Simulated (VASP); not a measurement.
KCl:

```xyz
2
Lattice="0.0629 3.1448 3.1448 3.1448 0.0629 3.1448 3.2077 3.2077 0.0000" Properties=species:S:1:pos:R:3 pbc="T T T"
K     0.0000    0.0000    0.0000
Cl    3.2077    3.2077    3.1448
```

This cell differs from its parent crystal: shear xy strain +4.0%.

Base run:

```yaml
Program: VASP 6.6.1
Functional: r2SCAN
Potentials_or_basis: VASP PAW PBE potentials, release 64 (K_sv, Cl)
Cutoff: 520 eV
k_mesh: 8 × 8 × 8
Occupations: gaussian, width 0.01 eV
Spin: no spin polarisation
```

Its results: band gap on the k mesh 5.79 eV, direct; pressure 0.0 GPa.

The run is repeated on the same cell with these changes: functional from r2SCAN to PBE; k mesh from 8 × 8 × 8 to 4 × 4 × 4. What comes out?

Band gap on the k mesh 5.15 eV, direct; pressure 0.8 GPa.

Several settings changed at once, so the effect can't be laid on one alone.

Caveats: some runs use coarse meshes; the PAW data sets were made with another functional, which shifts forces and pressure a little (some runs).

A k mesh can miss the band edges.
